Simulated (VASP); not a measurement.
# Hg (P6_3/mmc) in VASP: notebook, part 2 of 2

VASP 6.6.1. Earlier steps stand in the parts before.

### 3 Single point, PBE+D3(BJ) (24.95 Å³/atom)

This run uses another cell than the first one, of 24.95 Å³/atom.

The input, INCAR:

```
SYSTEM = Hg
  ALGO = Normal
  EDIFF = 1E-7
  ENCUT = 520
  GGA = PE
  ISIF = 2
  ISMEAR = 0
  IVDW = 12
  LASPH = .TRUE.
  LCHARG = .FALSE.
  LREAL = .FALSE.
  LWAVE = .FALSE.
  NBANDS = 19
  NELM = 60
  PREC = Accurate
  SIGMA = 0.1
```

The input, KPOINTS:

```
k-points
0
G
  15 15 8
  0 0 0
```

The input, POSCAR:

```
Hg
1.0
    3.3183493576      0.0000000000      0.0000000000
   -1.6591746788      2.8737748423      0.0000000000
    0.0000000000      0.0000000000      5.2327752574
Hg
2
Direct
    0.6666666667      0.3333333333      0.7500000000
    0.3333333333      0.6666666667      0.2500000000
```

Potentials or basis: VASP PAW PBE potentials, release 64 (Hg).

Run with:

```bash
$ cat potpaw_PBE.64/Hg/POTCAR > POTCAR
$ mpirun -np 1 vasp_std > vasp.out
```

OUTCAR:

```text
SYSTEM = Hg
   EDIFF = 1E-7
   ENCUT = 520
   GGA = PE
   ISIF = 2
   ISMEAR = 0
   IVDW = 12
   LASPH = .TRUE.
   LREAL = .FALSE.
   NELM = 60
   PREC = Accurate
 IVDW          = 12

 ion  position               nearest neighbor table
   1  0.667  0.333  0.750-   2 3.24   2 3.24   2 3.24   2 3.24   2 3.24   2 3.24
   2  0.333  0.667  0.250-   1 3.24   1 3.24   1 3.24   1 3.24   1 3.24   1 3.24

  LATTYP: Found a hexagonal cell.
 ALAT       =     3.3183493576
 C/A-ratio  =     1.5769211417

  Lattice vectors:

 A1 = (   3.3183493576,   0.0000000000,   0.0000000000)
 A2 = (  -1.6591746788,   2.8737748423,   0.0000000000)
 A3 = (   0.0000000000,   0.0000000000,   5.2327752574)

Analysis of symmetry for initial positions (statically):
=====================================================================
 Subroutine PRICEL returns:
 Original cell was already a primitive cell.

 Routine SETGRP: Setting up the symmetry group for a
 hexagonal supercell.

 Subroutine GETGRP returns: Found 24 space group operations
 (whereof 12 operations were pure point group operations)
 out of a pool of 24 trial point group operations.

The static configuration has the point symmetry D_3d.
 The point group associated with its full space group is D_6h.

Analysis of symmetry for dynamics (positions and initial velocities):
=====================================================================
 Subroutine PRICEL returns:
 Original cell was already a primitive cell.

 Routine SETGRP: Setting up the symmetry group for a
 hexagonal supercell.

 Subroutine GETGRP returns: Found 24 space group operations
 (whereof 12 operations were pure point group operations)
 out of a pool of 24 trial point group operations.

The dynamic configuration has the point symmetry D_3d.
 The point group associated with its full space group is D_6h.

 Subroutine INISYM returns: Found 24 space group operations
 (whereof 12 operations are pure point group operations),
 and found     1 'primitive' translations

----------------------------------------------------------------------------------------

                                     Primitive cell

  volume of cell :      49.9007

  direct lattice vectors                    reciprocal lattice vectors
     3.318349358  0.000000000  0.000000000     0.301354647  0.173987187  0.000000000
    -1.659174679  2.873774842  0.000000000     0.000000000  0.347974373  0.000000000
     0.000000000  0.000000000  5.232775257     0.000000000  0.000000000  0.191103182

  length of vectors
     3.318349358  3.318349358  5.232775257     0.347974373  0.347974373  0.191103182

  position of ions in fractional coordinates (direct lattice)
     0.666666667  0.333333333  0.750000000
     0.333333333  0.666666667  0.250000000

  ion indices of the primitive-cell ions
   primitive index   ion index
                 1           1
                 2           2

----------------------------------------------------------------------------------------

 KPOINTS: k-points

Automatic generation of k-mesh.
 Grid dimensions read from file:
 generate k-points for:   15   15    8

 Generating k-lattice:

  Cartesian coordinates                     Fractional coordinates (reciprocal lattice)
     0.020090310  0.011599146  0.000000000     0.066666667 -0.000000000  0.000000000
     0.000000000  0.023198292  0.000000000     0.000000000  0.066666667  0.000000000
     0.000000000  0.000000000  0.023887898     0.000000000  0.000000000  0.125000000

  Length of vectors
     0.023198292  0.023198292  0.023887898

  Shift w.r.t. Gamma in fractional coordinates (k-lattice)
     0.000000000  0.000000000  0.000000000

 Subroutine IBZKPT returns following result:
 ===========================================

 Found    135 irreducible k-points:

 Following reciprocal coordinates:
            Coordinates               Weight
  0.000000  0.000000  0.000000      1.000000
  0.066667  0.000000  0.000000      6.000000
  0.133333  0.000000  0.000000      6.000000
  0.200000  0.000000  0.000000      6.000000
  0.266667  0.000000  0.000000      6.000000
  0.333333  0.000000  0.000000      6.000000
[... 16 lines left out ...]
  0.333333  0.200000  0.000000     12.000000
  0.400000  0.200000  0.000000      6.000000
 [... further k-points ...]
   k-points           NKPTS =    135   k-points in BZ     NKDIM =    135   number of bands    NBANDS=     19
   number of dos      NEDOS =    301   number of ions     NIONS =      2
   total plane-waves  NPLWV =  31360
   dimension x,y,z NGX =    28 NGY =   28 NGZ =   40
   dimension x,y,z NGXF=    56 NGYF=   56 NGZF=   80
   ions per type =               2
   NGX,Y,Z   is equivalent  to a cutoff of  14.03, 14.03, 12.71 a.u.
   NGXF,Y,Z  is equivalent  to a cutoff of  28.06, 28.06, 25.42 a.u.
 SYSTEM =  Hg
   PREC   = accura    normal or accurate (medium, high low for compatibility)
   ISTART =      0    job   : 0-new  1-cont  2-samecut
   ICHARG =      2    charge: 1-file 2-atom 10-const
   ISPIN  =      1    spin polarized calculation?
   LNONCOLLINEAR =      F non collinear calculations
   LSORBIT =      F    spin-orbit coupling
   LASPH  =      T    aspherical Exc in radial PAW
   ENCUT  =  520.0 eV  38.22 Ry    6.18 a.u.   6.17  6.17  9.73*2*pi/ulx,y,z
   NELM   =     60;   NELMIN=  2; NELMDL= -5     # of ELM steps
   EDIFF  = 0.1E-06   stopping-criterion for ELM
   LREAL  =      F    real-space projection
   EDIFFG = 0.1E-05   stopping-criterion for IOM
   NSW    =      0    number of steps for IOM
   IBRION =     -1    ionic relax: 0-MD 1-quasi-New 2-CG
   NFREE  =      0    steps in history (QN), initial steepest desc. (CG)
   ISIF   =      2    stress and relaxation
   ISYM   =      2    0-nonsym 1-usesym 2-fastsym
   POTIM  = 0.5000    time-step for ionic-motion
   TEBEG  =    0.0;   TEEND  =   0.0 temperature during run
   PSTRESS=    0.0 pullay stress
   NELECT =      24.0000    total number of electrons
   NUPDOWN=      -1.0000    fix difference up-down
   EMIN   =  10.00;   EMAX   =-10.00  energy-range for DOS
   EFERMI =   0.00;   METHOD = LEGACY
   ISMEAR =     0;   SIGMA  =   0.10  broadening in eV -4-tet -1-fermi 0-gaus
   EFERMI_NEDOS =   21; number of points for ismear=-14 and -15
   IALGO  =     38    algorithm
   IMIX   =      4    mixing-type and parameters
     AMIX     =   0.40;   BMIX     =  1.00
     AMIX_MAG =   1.60;   BMIX_MAG =  1.00
  volume/ion in A,a.u.               =      24.95       168.37
  Fermi-wavevector in a.u.,A,eV,Ry     =   1.282654  2.423865 22.384331  1.645202
  Thomas-Fermi vector in A             =   2.414953
   LORBIT       =      0    0 simple, 1 ext, 2 COOP (PROOUT), +10 PAW based schemes
   GGA     = PE    functional components
   LHFCALC =     F    Hartree Fock is set to
   AEXX    =    0.0000 exact exchange contribution
   IVDW    =    12    specifies the selected vdW correction
   LEPSILON=     F    determine dielectric tensor
   LRPA    =     F    only Hartree local field effects (RPA)
 non-spin polarized calculation
 Gauss-broadening in eV      SIGMA  =   0.10
  energy-cutoff  :      520.00
  volume of cell :       49.90
 maximum number of plane-waves:      1387
 NGX is ok and might be reduce to    28
   NGX = 13   NGY = 13   NGZ = 19

 number of electron      23.9999999 magnetization

 Free energy of the ion-electron system (eV)
  ---------------------------------------------------
  ext. energy  EPLUGINS =         0.00000000
  ---------------------------------------------------
  free energy    TOTEN  =        -0.26466269 eV

  energy without entropy =       -0.26184451  energy(sigma->0) =       -0.26325360

 E-fermi :   2.0709     XC(G=0): -10.5512

 val. band max:        2.0597438089   @ k =   0.2667   0.2000   0.1250
 cond. band min:       2.1207161850   @ k =   0.4667   0.0667   0.5000
 fundamental gap:      0.0609723760
 Fermi energy:         2.0708781663

 k-point     1 :       0.0000    0.0000    0.0000
  band No.  band energies     occupation
      1      -6.2853      2.00000
      2      -5.3432      2.00000
      3      -4.4441      2.00000
      4      -4.4441      2.00000
      5      -4.4311      2.00000
      6      -4.3095      2.00000
[... 11 lines left out ...]
     18      16.3542      0.00000
     19      16.4032      0.00000
[... 485 lines left out ...]
 k-point    24 :       0.4000    0.2000    0.0000
  band No.  band energies     occupation
      1      -5.0713      2.00000
      2      -4.9766      2.00000
      3      -4.8413      2.00000
      4      -4.5289      2.00000
      5      -4.2794      2.00000
      6      -4.1712      2.00000
[... 11 lines left out ...]
     18      10.6614      0.00000
     19      12.6558      0.00000

 [... further k-points ...]

------------------------ aborting loop because EDIFF is reached ----------------------------------------

 Edisp (eV)   -0.83894

 E8    (eV) :    -0.3801

  FORCE on cell =-STRESS in cart. coord.  units (eV):
  Direction    XX          YY          ZZ          XY          YZ          ZX
  --------------------------------------------------------------------------------------
  -------------------------------------------------------------------------------------
  Total       0.27857     0.27857     0.26450     0.00000    -0.00000     0.00000
  in kB       8.94408     8.94408     8.49230     0.00000    -0.00000     0.00000
  external pressure =        8.79 kB  Pullay stress =        0.00 kB

 VOLUME and BASIS-vectors are now :
 -----------------------------------------------------------------------------
  energy-cutoff  :      520.00
  volume of cell :       49.90
      direct lattice vectors                 reciprocal lattice vectors
     3.318349358  0.000000000  0.000000000     0.301354647  0.173987187  0.000000000
    -1.659174679  2.873774842  0.000000000     0.000000000  0.347974373  0.000000000
     0.000000000  0.000000000  5.232775257     0.000000000  0.000000000  0.191103182

 POSITION                                       TOTAL-FORCE (eV/Angst)
 -----------------------------------------------------------------------------------
      1.65917      0.95792      3.92458         0.000000     -0.000000      0.000000
     -0.00000      1.91585      1.30819        -0.000000      0.000000      0.000000
 -----------------------------------------------------------------------------------
    total drift:                                0.000000     -0.000000      0.000000

  FREE ENERGIE OF THE ION-ELECTRON SYSTEM (eV)
  ---------------------------------------------------
  free  energy   TOTEN  =        -1.1035978602 eV

  energy  without entropy=       -1.1007796858  energy(sigma->0) =       -1.10218877
```

OSZICAR:

```text
N       E                     dE             d eps       ncg     rms          rms(c)
DAV:   1     0.180806586643E+03    0.18081E+03   -0.12467E+04  5130   0.122E+03
DAV:   2     0.406908262163E+01   -0.17674E+03   -0.16886E+03  5355   0.316E+02
DAV:   3    -0.305510645914E+00   -0.43746E+01   -0.43575E+01  5866   0.543E+01
DAV:   4    -0.312955087079E+00   -0.74444E-02   -0.74436E-02  5568   0.219E+00
DAV:   5    -0.312966065573E+00   -0.10978E-04   -0.10978E-04  5709   0.814E-02    0.434E+00
DAV:   6    -0.267419399433E+00    0.45547E-01   -0.10756E-01  5632   0.343E+00    0.326E+00
DAV:   7    -0.264723795834E+00    0.26956E-02   -0.22739E-02  5582   0.134E+00    0.111E+00
DAV:   8    -0.264606398592E+00    0.11740E-03   -0.35629E-03  5404   0.658E-01    0.720E-02
DAV:   9    -0.264629606161E+00   -0.23208E-04   -0.20005E-05  5816   0.448E-02    0.233E-02
DAV:  10    -0.264662731819E+00   -0.33126E-04   -0.35070E-05  5429   0.475E-02    0.536E-03
DAV:  11    -0.264662689227E+00    0.42592E-07   -0.91856E-07  5721   0.929E-03
   1 F= -.11035979E+01 E0= -.11021888E+01  d E =-.281817E-02
```

Run time: 88 s. Hardware: 1 thread of Oxide Virtual Turin-like, shared host; peak memory 0.23 GiB.

Results:

```yaml
Free_energy: -1.1036 eV
Pressure: 0.9 GPa
Band_gap_on_the_k_mesh: zero (bands 12 and 13 overlap by 1.13 eV)
Dispersion_energy_per_atom: -0.419 eV
```

Caveat: spin-orbit coupling is left out, which moves the levels of the heavy elements.

The gap in the log of VASP goes by the Fermi energy; the results here count the filled bands.